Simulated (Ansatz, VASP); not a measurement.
## One calculation of CuGe6, two programs

```
Cu Ge
1.0
    -3.54349    3.54349    3.54349
     3.54349   -3.54349    3.54349
     3.54349    3.54349   -3.54349
Cu Ge
1 6
Direct
  0.00000 0.00000 0.00000
  0.00000 0.66629 0.66629
  0.00000 0.33371 0.33371
  0.66629 0.00000 0.66629
  0.33371 0.00000 0.33371
  0.66629 0.66629 0.00000
  0.33371 0.33371 0.00000
```

Alike in both runs: functional PBE; k mesh 4 × 4 × 4; occupations gaussian, width 0.1 eV; no spin polarisation.

Ansatz relaxed the structure, and its values are those at the end. VASP's run is a single point on that final structure, the one shown.

|  | VASP | Ansatz |
| --- | --- | --- |
| version | VASP 6.6.1 | Ansatz 0.2.0 |
| potentials or method | VASP PAW PBE potentials, release 64 (Cu, Ge_d), cutoff 600 eV | scalar-relativistic, plane waves, PAW |
| valence electrons in the cell | 95 | 103 |

```tsv
	VASP	Ansatz	Ansatz less VASP
gap on the k mesh at the Fermi level (eV)	none	none	-
pressure (GPa)	0.1	0.1	-0.04
rms of the force components (eV/Å)	0.005	0.002	-0.0038
```

A gap of «none» marks a metal or a gap that the smearing closes. VASP's potentials hold 95 valence electrons a cell and Ansatz's 103, so a difference there can come from the potentials and not from the codes.
